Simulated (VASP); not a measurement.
Here is a VASP 6.6.1 calculation.

The input POSCAR:

```
KCl
1.0
    0.0000000000      3.1324292500      3.1561000000
    3.1797707500      0.0000000000      3.1561000000
    3.1797707500      3.1324292500      0.0000000000
K Cl
1 1
Direct
    0.0000000000      0.0000000000      0.0000000000
    0.5000000000      0.5000000000      0.5000000000
```

Contents of INCAR.step1:

```
PREC     = Accurate       # precision mode
ENCUT    = 550            # plane-wave cutoff, eV
ISMEAR   = 0              # smearing method
SIGMA    = 0.05           # smearing width, eV
LREAL    = F              # projectors in reciprocal space
LASPH    = T              # aspherical terms in the spheres
NELM     = 120            # most SCF steps
NBANDS   = 15             # bands
GGA      = PE             # functional
ALGO     = Normal         # electronic algorithm
EDIFF    = 1E-5           # SCF threshold, eV
LWAVE    = T              # write WAVECAR
LCHARG   = F              # write CHGCAR
GGA_COMPAT= F
```

Contents of INCAR.step2:

```
PREC     = Accurate       # precision mode
ENCUT    = 550            # plane-wave cutoff, eV
EDIFF    = 1E-6           # SCF threshold, eV
ISMEAR   = 0              # smearing method
SIGMA    = 0.05           # smearing width, eV
LREAL    = F              # projectors in reciprocal space
LASPH    = T              # aspherical terms in the spheres
NELM     = 120            # most SCF steps
ALGO     = Normal         # electronic algorithm
ISIF     = 2              # what is computed and relaxed
LWAVE    = F              # write WAVECAR
LCHARG   = T              # write CHGCAR
METAGGA  = R2SCAN         # meta-GGA
LMIXTAU  = T            
LELF     = T              # ELF
LVHAR    = T            
NBANDS   = 15             # bands
ISTART   = 1            
GGA_COMPAT= F
```

File KPOINTS:

```
regular mesh
0
Gamma
  6 6 6
```

Potentials or basis: VASP PAW PBE potentials, release 64 (K_sv, Cl).

Command:

```bash
$ cat potpaw_PBE.64/K_sv/POTCAR potpaw_PBE.64/Cl/POTCAR > POTCAR
$ cp INCAR.step1 INCAR
$ mpirun -np 1 vasp_std > vasp.out
$ cp INCAR.step2 INCAR
$ mpirun -np 1 vasp_std > vasp.out
```

(1) Predict the pressure.

(2) Predict the band gap on the k mesh.

Results:

(1) -0.2 GPa.

(2) 5.79 eV, direct.

Caveat: the cell differs from its parent crystal (strain +0.0075 x Voigt [1, -1, 0, 0, 0, 0]); the PAW data sets were made with another functional, which shifts forces and pressure a little.
